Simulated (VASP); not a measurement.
Wanted: the native input for a VASP 6.6.1 run.

* Task: single point
* Functional: PBE
* Potentials or basis: VASP PAW PBE potentials, release 64 (Ga_d, Si)
* Cutoff: 520 eV
* k mesh: 8 × 10 × 6
* Occupations: gaussian, width 0.1 eV
* Spin: no spin polarisation
* Dipole correction: no
* Further INCAR settings: ALGO = Normal; EDIFF = 1e-07; NBANDS = 44

The structure of GaSi lies in POSCAR:

```
GaSi
1.0
    5.3121477658      0.0000000000      0.0000000000
    0.0000000000      3.5386880124      0.0000000000
    0.0000000000      0.0000000000      7.6157676914
Ga Si
4 4
Direct
    0.9853221060      0.2500000000      0.8289903227
    0.5146778940      0.7500000000      0.3289903227
    0.4853221060      0.2500000000      0.6710096773
    0.0146778940      0.7500000000      0.1710096773
    0.1284288676      0.2500000000      0.4345981497
    0.3715711324      0.7500000000      0.9345981497
    0.6284288676      0.2500000000      0.0654018503
    0.8715711324      0.7500000000      0.5654018503
```

These files were run (other wordings do the same):

INCAR

```
PREC = Accurate ; ENCUT = 520
EDIFF = 1E-7 ; ISMEAR = 0
SIGMA = 0.1 ; LREAL = F
LASPH = T ; NELM = 100
ALGO = Normal ; ISIF = 2
LWAVE = F ; LCHARG = F
GGA = PE ; NBANDS = 44
```

KPOINTS

```
Automatic mesh
0
Gamma
  8 10 6
```

Potentials or basis: VASP PAW PBE potentials, release 64 (Ga_d, Si).

The run is started by

```console
$ cat potpaw_PBE.64/Ga_d/POTCAR potpaw_PBE.64/Si/POTCAR > POTCAR
$ mpirun -np 1 vasp_std > vasp.out
```

Results of the run:

| Item | Value |
| --- | --- |
| Pressure | 0.0 GPa |
| Largest force | 0.005 eV/Å |
| Band gap on the k mesh | zero (band 34 reaches 8.18 eV, above the bottom of band 35 at 5.04 eV) |

It took 16 min on 1 thread of Intel(R) Xeon(R) Platinum 8375C CPU @ 2.90GHz (Ice Lake), with other jobs on the host, peak memory 0.62 GiB.
